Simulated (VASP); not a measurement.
# TaSiF (P4/mmm) in VASP: a series of runs

TaSiF is run at these levels: PBE; tasks: single point, relaxation of cell and atoms.

All numbers are computed with VASP 6.6.1; they aren't measurements. Logs are shortened: lines on timing, memory, paths and dates and some standing lists are left out, and cuts for length are marked.

## Step 1: The cell of the first run

Symmetry: P4/mmm, No. 123, tetragonal system. The conventional cell has a = 3.032 Å, b = 3.032 Å, c = 5.439 Å, α = 90.00°, β = 90.00°, γ = 90.00°. Within 3.6 Å of Ta (site symmetry 4/mmm) lie 2 Si at 2.72 Å and 4 Ta at 3.03 Å and 8 F at 3.46 Å. Within 2.8 Å of Si (site symmetry 4/mmm) lie 4 F at 2.14 Å and 2 Ta at 2.72 Å. F (site symmetry 4/mmm) has 4 Si at 2.14 Å within 2.8 Å.

## Step 2: Single point, PBE

INCAR

```
PREC     = Accurate       # precision mode
ENCUT    = 520            # plane-wave cutoff, eV
EDIFF    = 1E-7           # SCF threshold, eV
ISMEAR   = 0              # smearing method
SIGMA    = 0.1            # smearing width, eV
LREAL    = F              # projectors in reciprocal space
LASPH    = T              # aspherical terms in the spheres
NELM     = 60             # most SCF steps
ALGO     = Normal         # electronic algorithm
ISIF     = 2              # what is computed and relaxed
LWAVE    = F              # write WAVECAR
LCHARG   = F              # write CHGCAR
GGA      = PE             # functional
NBANDS   = 18             # bands
```

KPOINTS

```
regular mesh
0
Gamma
  6 6 4
```

POSCAR

```
TaSiF
1.0
    3.0319864380      0.0000000000      0.0000000000
    0.0000000000      3.0319864380      0.0000000000
    0.0000000000      0.0000000000      5.4389099803
Ta Si F
1 1 1
Direct
    0.0000000000      0.0000000000      0.0000000000
    0.0000000000      0.0000000000      0.5000000000
    0.5000000000      0.5000000000      0.5000000000
```

Potentials or basis: VASP PAW PBE potentials, release 64 (Ta_pv, Si, F).

Command:

```bash
$ cat potpaw_PBE.64/Ta_pv/POTCAR potpaw_PBE.64/Si/POTCAR potpaw_PBE.64/F/POTCAR > POTCAR
$ mpirun -np 1 vasp_std > vasp.out
```

OUTCAR:

```text
PREC = Accurate
   ENCUT = 520
   EDIFF = 1E-7
   ISMEAR = 0
   LREAL = F
   LASPH = T
   NELM = 60
   ISIF = 2
   GGA = PE

 ion  position               nearest neighbor table
   1  0.000  0.000  0.000-   2 2.72   2 2.72
   2  0.000  0.000  0.500-   3 2.14   3 2.14   3 2.14   3 2.14   1 2.72   1 2.72
   3  0.500  0.500  0.500-   2 2.14   2 2.14   2 2.14   2 2.14

  LATTYP: Found a simple tetragonal cell.
 ALAT       =     3.0319864380
 C/A-ratio  =     1.7938437693

  Lattice vectors:

 A1 = (   3.0319864380,   0.0000000000,   0.0000000000)
 A2 = (   0.0000000000,   3.0319864380,   0.0000000000)
 A3 = (   0.0000000000,   0.0000000000,   5.4389099803)

Analysis of symmetry for initial positions (statically):
=====================================================================
 Subroutine PRICEL returns:
 Original cell was already a primitive cell.

 Routine SETGRP: Setting up the symmetry group for a
 simple tetragonal supercell.

 Subroutine GETGRP returns: Found 16 space group operations
 (whereof 16 operations were pure point group operations)
 out of a pool of 16 trial point group operations.

The static configuration has the point symmetry D_4h.

Analysis of symmetry for dynamics (positions and initial velocities):
=====================================================================
 Subroutine PRICEL returns:
 Original cell was already a primitive cell.

 Routine SETGRP: Setting up the symmetry group for a
 simple tetragonal supercell.

 Subroutine GETGRP returns: Found 16 space group operations
 (whereof 16 operations were pure point group operations)
 out of a pool of 16 trial point group operations.

The dynamic configuration has the point symmetry D_4h.

 Subroutine INISYM returns: Found 16 space group operations
 (whereof 16 operations are pure point group operations),
 and found     1 'primitive' translations

----------------------------------------------------------------------------------------

                                     Primitive cell

  volume of cell :      49.9996

  direct lattice vectors                    reciprocal lattice vectors
     3.031986438  0.000000000  0.000000000     0.329816779  0.000000000  0.000000000
     0.000000000  3.031986438  0.000000000     0.000000000  0.329816779  0.000000000
     0.000000000  0.000000000  5.438909980     0.000000000  0.000000000  0.183860370

  length of vectors
     3.031986438  3.031986438  5.438909980     0.329816779  0.329816779  0.183860370

  position of ions in fractional coordinates (direct lattice)
     0.000000000  0.000000000  0.000000000
     0.000000000  0.000000000  0.500000000
     0.500000000  0.500000000  0.500000000

  ion indices of the primitive-cell ions
   primitive index   ion index
                 1           1
                 2           2
                 3           3

----------------------------------------------------------------------------------------

 KPOINTS: regular mesh

Automatic generation of k-mesh.
 Grid dimensions read from file:
 generate k-points for:    6    6    4

 Generating k-lattice:

  Cartesian coordinates                     Fractional coordinates (reciprocal lattice)
     0.054969463  0.000000000  0.000000000     0.166666667  0.000000000  0.000000000
     0.000000000  0.054969463  0.000000000     0.000000000  0.166666667  0.000000000
     0.000000000  0.000000000  0.045965092     0.000000000  0.000000000  0.250000000

  Length of vectors
     0.054969463  0.054969463  0.045965092

  Shift w.r.t. Gamma in fractional coordinates (k-lattice)
     0.000000000  0.000000000  0.000000000

 Subroutine IBZKPT returns following result:
 ===========================================

 Found     30 irreducible k-points:

 Following reciprocal coordinates:
            Coordinates               Weight
  0.000000  0.000000  0.000000      1.000000
  0.166667  0.000000  0.000000      4.000000
  0.333333  0.000000  0.000000      4.000000
  0.500000  0.000000  0.000000      2.000000
  0.166667  0.166667  0.000000      4.000000
[... 52 lines left out ...]
      2     -29.3953      2.00000
      3     -29.2873      2.00000
      4     -20.4872      2.00000
      5      -5.1541      2.00000
      6      -2.8780      2.00000
[... 10 lines left out ...]
     17       9.8055      0.00000
     18      14.5003      0.00000

 k-point     7 :       0.5000    0.1667    0.0000
  band No.  band energies     occupation
      1     -29.6334      2.00000
      2     -29.3838      2.00000
      3     -29.2770      2.00000
      4     -20.4218      2.00000
      5      -5.5754      2.00000
      6      -2.7097      2.00000
[... 10 lines left out ...]
     17       9.8839      0.00000
     18      12.2704      0.00000

 k-point     8 :       0.3333    0.3333    0.0000
  band No.  band energies     occupation
      1     -29.5060      2.00000
      2     -29.4995      2.00000
      3     -29.3730      2.00000
      4     -20.3794      2.00000
      5      -4.7122      2.00000
      6      -3.8126      2.00000
[... 10 lines left out ...]
     17       9.3596      0.00000
     18      15.0449      0.00000
[... 229 lines left out ...]
     17      10.8144      0.00000
     18      12.5903      0.00000

 k-point    20 :       0.5000    0.5000    0.2500
  band No.  band energies     occupation
      1     -29.5949      2.00000
      2     -29.5949      2.00000
      3     -29.3512      2.00000
      4     -20.2736      2.00000
      5      -4.2368      2.00000
      6      -4.2368      2.00000
[... 10 lines left out ...]
     17      11.1682      0.00000
     18      11.1682      0.00000

 k-point    21 :       0.0000    0.0000    0.5000
  band No.  band energies     occupation
      1     -29.4430      2.00000
      2     -29.2048      2.00000
      3     -29.2048      2.00000
      4     -20.7348      2.00000
      5      -2.8742      2.00000
      6      -2.3619      2.00000
[... 10 lines left out ...]
     17      13.1634      0.00000
     18      13.1634      0.00000

 k-point    22 :       0.1667    0.0000    0.5000
  band No.  band energies     occupation
      1     -29.4313      2.00000
      2     -29.3181      2.00000
      3     -29.1955      2.00000
      4     -20.6710      2.00000
      5      -3.8830      2.00000
      6      -2.5736      2.00000
[... 10 lines left out ...]
     17      12.5849      0.00000
     18      13.4216      0.00000

 k-point    23 :       0.3333    0.0000    0.5000
  band No.  band energies     occupation
      1     -29.5386      2.00000
      2     -29.4077      2.00000
      3     -29.1769      2.00000
      4     -20.5387      2.00000
      5      -5.2218      2.00000
      6      -2.1060      2.00000
[... 10 lines left out ...]
     17      11.7554      0.00000
     18      12.9198      0.00000

 k-point    24 :       0.5000    0.0000    0.5000
  band No.  band energies     occupation
      1     -29.6460      2.00000
      2     -29.3959      2.00000
      3     -29.1675      2.00000
      4     -20.4707      2.00000
      5      -5.7264      2.00000
      6      -2.0148      2.00000
[... 10 lines left out ...]
     17      11.3705      0.00000
     18      13.8540      0.00000

 [... further k-points ...]
[... 5 lines left out ...]
  --------------------------------------------------------------------------------------
  -------------------------------------------------------------------------------------
  Total        0.0060631      0.0060631     -0.1095259      0.0000000      0.0000000      0.0000000
  in kB        0.1942841      0.1942841     -3.5096284      0.0000000      0.0000000      0.0000000
  external PRESSURE =      -1.0403534 kB  Pullay stress =       0.0000000 kB

 VOLUME and BASIS-vectors are now :
 -----------------------------------------------------------------------------
  energy-cutoff  :      520.00
  volume of cell :       50.00
      direct lattice vectors                 reciprocal lattice vectors
     3.031986438  0.000000000  0.000000000     0.329816779  0.000000000  0.000000000
     0.000000000  3.031986438  0.000000000     0.000000000  0.329816779  0.000000000
     0.000000000  0.000000000  5.438909980     0.000000000  0.000000000  0.183860370

 POSITION                                       TOTAL-FORCE (eV/Angst)
 -----------------------------------------------------------------------------------
      0.00000      0.00000      0.00000         0.000000      0.000000      0.000000
      0.00000      0.00000      2.71945         0.000000      0.000000      0.000000
      1.51599      1.51599      2.71945         0.000000      0.000000      0.000000
 -----------------------------------------------------------------------------------
    total drift:                                0.000000      0.000000     -0.000000

  FREE ENERGIE OF THE ION-ELECTRON SYSTEM (eV)
  ---------------------------------------------------
  free  energy   TOTEN  =       -18.4208698815 eV

  energy  without entropy=      -18.4114941506  energy(sigma->0) =      -18.41618202
```

Wall time 9.3 s (1 thread of Intel Xeon 6975P-C (Granite Rapids), shared host); peak memory 0.17 GiB.

What came out:

* Free energy: -18.4209 eV
* Pressure: -0.1 GPa
* Band gap on the k mesh: zero (band 11 reaches 5.19 eV, above the bottom of band 12 at 4.50 eV)

Stress tensor (GPa, compression positive):
```
 0.02  0.00  0.00
 0.00  0.02  0.00
 0.00  0.00 -0.35
```

Caveat: spin-orbit coupling is left out, which moves the levels of the heavy elements.

## Step 3: Single point, PBE

This run uses another cell than the first one, of 17.64 Å³/atom, 1.058 times its volume.

INCAR, as its differences from that of step 2:

```diff
@@ -2,3 +2,3 @@
 ENCUT    = 520            # plane-wave cutoff, eV
-EDIFF    = 1E-7           # SCF threshold, eV
+EDIFF    = 1E-6           # SCF threshold, eV
 ISMEAR   = 0              # smearing method
@@ -11,4 +11,6 @@
 LWAVE    = F              # write WAVECAR
-LCHARG   = F              # write CHGCAR
+LCHARG   = T              # write CHGCAR
 GGA      = PE             # functional
+LELF     = T              # ELF
+LVHAR    = T            
 NBANDS   = 18             # bands
```

KPOINTS is that of step 2.

POSCAR

```
TaSiF
1.0
    3.0253579200      0.0000000000      0.0000000000
    0.0000000000      3.0253579200      0.0000000000
    0.0000000000      0.0000000000      5.7810825800
Ta Si F
1 1 1
Direct
    0.0000000000      0.0000000000      0.0000000000
    0.0000000000      0.0000000000      0.5000000000
    0.5000000000      0.5000000000      0.5000000000
```

Potentials or basis: VASP PAW PBE potentials, release 64 (Ta_pv, Si, F).

Command:

```bash
$ cat potpaw_PBE.64/Ta_pv/POTCAR potpaw_PBE.64/Si/POTCAR potpaw_PBE.64/F/POTCAR > POTCAR
$ mpirun -np 1 vasp_std > vasp.out
```

Wall time 11 s (1 thread of Intel Xeon 6975P-C (Granite Rapids), shared host); peak memory 0.18 GiB.

The run converged. Its results:

```
Free energy            : -18.2687 eV
Pressure               : -5.2 GPa
Band gap on the k mesh : zero (band 11 reaches 4.89 eV, above the bottom of band 12 at 4.00 eV)
```

Stress tensor (GPa, compression positive):
```
 -0.75   0.00   0.00
  0.00  -0.75   0.00
  0.00   0.00 -13.97
```

Levels at points of the mesh, in eV from the Fermi level:
```csv
k point,band 9,band 10,band 11,band 12,band 13,band 14
"(0.00, 0.00, 0.00)",-4.08,-1.59,-0.67,1.40,2.64,2.64
"(0.50, 0.00, 0.00)",-1.60,-0.90,-0.80,-0.65,1.95,2.37
"(0.50, 0.50, 0.00)",-2.13,-0.36,-0.36,1.55,2.93,3.17
"(0.00, 0.00, 0.50)",-4.32,-1.67,-1.58,2.63,2.63,3.52
"(0.50, 0.00, 0.50)",-2.00,-1.67,-1.27,1.22,1.58,1.94
"(0.50, 0.50, 0.50)",-1.99,-1.16,-0.16,-0.16,3.73,3.73
```

Caveat: spin-orbit coupling is left out, which moves the levels of the heavy elements.

## Step 4: Relaxation of cell and atoms, PBE

This run uses another cell than the first one, of 17.64 Å³/atom, 1.058 times its volume.

INCAR

```
  PREC = Accurate
  ENCUT = 600
  EDIFF = 1E-7
  ISMEAR = 0
  SIGMA = 0.1
  LREAL = F
  LASPH = T
  NELM = 60
  ALGO = Normal
  ISIF = 3
  LWAVE = F
  LCHARG = F
  GGA = PE
  IBRION = 2
  NSW = 90
  EDIFFG = -0.04
```

KPOINTS

```
Automatic mesh
0
Gamma
  6 6 4
```

POSCAR is that of step 3.

Command:

```bash
$ cat potpaw_PBE.64/Ta_pv/POTCAR potpaw_PBE.64/Si/POTCAR potpaw_PBE.64/F/POTCAR > POTCAR
$ mpirun -np 1 vasp_std > vasp.out
```

Run time: 43 s. Hardware: 1 thread of Intel Xeon 6975P-C (Granite Rapids), shared host; peak memory 0.19 GiB.

The run converged. Its results:

```yaml
Free_energy: -18.4268 eV
Relaxed_volume: 16.66 Å³/atom
Relaxed_cell: a = 3.032 Å, b = 3.032 Å, c = 5.437 Å, α = 90.00°, β = 90.00°, γ = 90.00°
Space_group_after_relaxing_to_0.05_Å: P4/mmm (No. 123)
Energy_gained_by_relaxing: 51.9 meV/atom
Ionic_steps: 6
Pressure_after_relaxing: -0.1 GPa
Band_gap_on_the_k_mesh: zero (band 11 reaches 5.19 eV, above the bottom of band 12 at 4.51 eV)
```

Stress tensor (GPa, compression positive):
```
-0.04  0.00  0.00
 0.00 -0.04  0.00
 0.00  0.00 -0.26
```

The path:
```tsv
step	energy change (eV)	largest force (eV/Å)	pressure (GPa)	volume (Å³)
1	0.0000	0.0000	-5.18	52.91
2	-0.1398	0.0000	3.24	48.58
3	-0.1532	0.0000	0.97	49.46
4	-0.1531	0.0000	0.80	49.53
5	-0.1555	0.0000	-0.33	50.10
6	-0.1557	0.0000	-0.11	49.98
```

Final structure:
```cif
data_structure
_symmetry_space_group_name_H-M 'P 1'
_symmetry_Int_Tables_number 1
_cell_length_a 3.0322
_cell_length_b 3.0322
_cell_length_c 5.4367
_cell_angle_alpha 90.000
_cell_angle_beta 90.000
_cell_angle_gamma 90.000
_cell_volume 49.98
loop_
_atom_site_label
_atom_site_type_symbol
_atom_site_fract_x
_atom_site_fract_y
_atom_site_fract_z
_atom_site_occupancy
Ta1 Ta 0.00000 0.00000 0.00000 1
Si1 Si 0.00000 0.00000 0.50000 1
F1 F 0.50000 0.50000 0.50000 1
```

Levels at points of the mesh, in eV from the Fermi level:
```csv
k point,band 9,band 10,band 11,band 12,band 13,band 14
"(0.00, 0.00, 0.00)",-3.88,-1.54,-0.40,2.13,2.57,2.57
"(0.50, 0.00, 0.00)",-1.59,-0.98,-0.66,-0.55,2.01,2.75
"(0.50, 0.50, 0.00)",-2.06,-0.48,-0.48,1.61,3.10,3.10
"(0.00, 0.00, 0.50)",-4.01,-1.82,-1.51,2.55,2.55,4.26
"(0.50, 0.00, 0.50)",-2.19,-1.58,-1.28,1.39,2.00,2.20
"(0.50, 0.50, 0.50)",-1.83,-1.63,-0.17,-0.17,3.59,3.59
```

Caveat: spin-orbit coupling is left out, which moves the levels of the heavy elements.

## Step 5: Single point, PBE, collinear spin, ferromagnetic start

INCAR

```
PREC     = Accurate       # precision mode
ENCUT    = 520            # plane-wave cutoff, eV
EDIFF    = 1E-6           # SCF threshold, eV
ISMEAR   = 0              # smearing method
SIGMA    = 0.1            # smearing width, eV
LREAL    = F              # projectors in reciprocal space
LASPH    = T              # aspherical terms in the spheres
NELM     = 150            # most SCF steps
ALGO     = Normal         # electronic algorithm
ISIF     = 2              # what is computed and relaxed
LWAVE    = F              # write WAVECAR
LCHARG   = F              # write CHGCAR
ISPIN    = 2              # spin polarisation
MAGMOM   = 1 0 0          # initial moments
LORBIT   = 11             # projections on sites
LMAXMIX  = 4              # l up to which the mixer works
GGA      = PE             # functional
NBANDS   = 22             # bands
```

KPOINTS

```
regular mesh
0
Gamma
  6 6 4
```

POSCAR

```
TaSiF
1.0
    3.0319864380      0.0000000000      0.0000000000
    0.0000000000      3.0319864380      0.0000000000
    0.0000000000      0.0000000000      5.4389099803
Ta Si F
1 1 1
Direct
    0.0000000000      0.0000000000      0.0000000000
    0.0000000000      0.0000000000      0.5000000000
    0.5000000000      0.5000000000      0.5000000000
```

Command:

```bash
$ cat potpaw_PBE.64/Ta_pv/POTCAR potpaw_PBE.64/Si/POTCAR potpaw_PBE.64/F/POTCAR > POTCAR
$ mpirun -np 1 vasp_std > vasp.out
```

It took 19 s on 1 thread of Intel Xeon 6975P-C (Granite Rapids), shared host; peak memory 0.2 GiB.

The run converged. Its results:

```yaml
Free_energy: -18.4209 eV
Pressure: -0.1 GPa
Band_gap_on_the_k_mesh: zero (filled and empty bands overlap)
Net_moment: 0.00 μB per cell
Valence_electrons_inside_the_program's_atomic_spheres: Ta 8.64; Si 1.53; F 6.09
```

Stress tensor (GPa, compression positive):
```
 0.01  0.00  0.00
 0.00  0.01  0.00
 0.00  0.00 -0.33
```

Levels at points of the mesh, in eV from the Fermi level:
Spin up:
| k point | band 9 | band 10 | band 11 | band 12 | band 13 | band 14 |
| --- | --- | --- | --- | --- | --- | --- |
| (0.00, 0.00, 0.00) | -3.88 | -1.54 | -0.40 | 2.12 | 2.57 | 2.57 |
| (0.50, 0.00, 0.00) | -1.59 | -0.98 | -0.66 | -0.56 | 2.01 | 2.75 |
| (0.50, 0.50, 0.00) | -2.06 | -0.48 | -0.48 | 1.61 | 3.10 | 3.10 |
| (0.00, 0.00, 0.50) | -4.01 | -1.82 | -1.51 | 2.55 | 2.55 | 4.26 |
| (0.50, 0.00, 0.50) | -2.19 | -1.58 | -1.28 | 1.39 | 2.00 | 2.19 |
| (0.50, 0.50, 0.50) | -1.83 | -1.62 | -0.17 | -0.17 | 3.60 | 3.60 |
Spin down:
| k point | band 8 | band 9 | band 10 | band 11 | band 12 | band 13 | band 14 | band 15 |
| --- | --- | --- | --- | --- | --- | --- | --- | --- |
| (0.00, 0.00, 0.00) | -7.27 | -3.88 | -1.54 | -0.40 | 2.12 | 2.57 | 2.57 | 4.26 |
| (0.50, 0.00, 0.00) | -3.00 | -1.59 | -0.98 | -0.66 | -0.56 | 2.01 | 2.75 | 3.01 |
| (0.50, 0.50, 0.00) | -5.35 | -2.06 | -0.48 | -0.48 | 1.61 | 3.10 | 3.10 | 3.60 |
| (0.00, 0.00, 0.50) | -6.84 | -4.01 | -1.82 | -1.51 | 2.55 | 2.55 | 4.26 | 4.50 |
| (0.50, 0.00, 0.50) | -3.48 | -2.19 | -1.58 | -1.28 | 1.39 | 2.00 | 2.19 | 2.61 |
| (0.50, 0.50, 0.50) | -4.50 | -1.83 | -1.62 | -0.17 | -0.17 | 3.60 | 3.60 | 5.18 |

Caveat: spin-orbit coupling is left out, which moves the levels of the heavy elements.

## Step 6: Overview

| task | spin | cell | cutoff (eV) | gap on the mesh (eV) | pressure (GPa) |
| --- | --- | --- | --- | --- | --- |
| single point | off | a = 3.032, b = 3.032, c = 5.439 Å, 3 atoms | 520 | none | -0.1 |
| single point | off | a = 3.025, b = 3.025, c = 5.781 Å, 3 atoms | 520 | none | -5.2 |
| relaxation of cell and atoms | off | relaxed from a = 3.025, b = 3.025, c = 5.781 Å, 3 atoms | 600 | none | -0.1 |
| single point | collinear, ferromagnetic start | a = 3.032, b = 3.032, c = 5.439 Å, 3 atoms | 520 | none | -0.1 |

Alike in all rows: level PBE; potentials or basis VASP PAW PBE potentials, release 64 (Ta_pv, Si, F); k mesh 6 × 6 × 4; smearing gaussian 0.1 eV.

Caveats: spin-orbit coupling is left out, which moves the levels of the heavy elements.

Absolute energies hang on the potentials; compare differences alone.
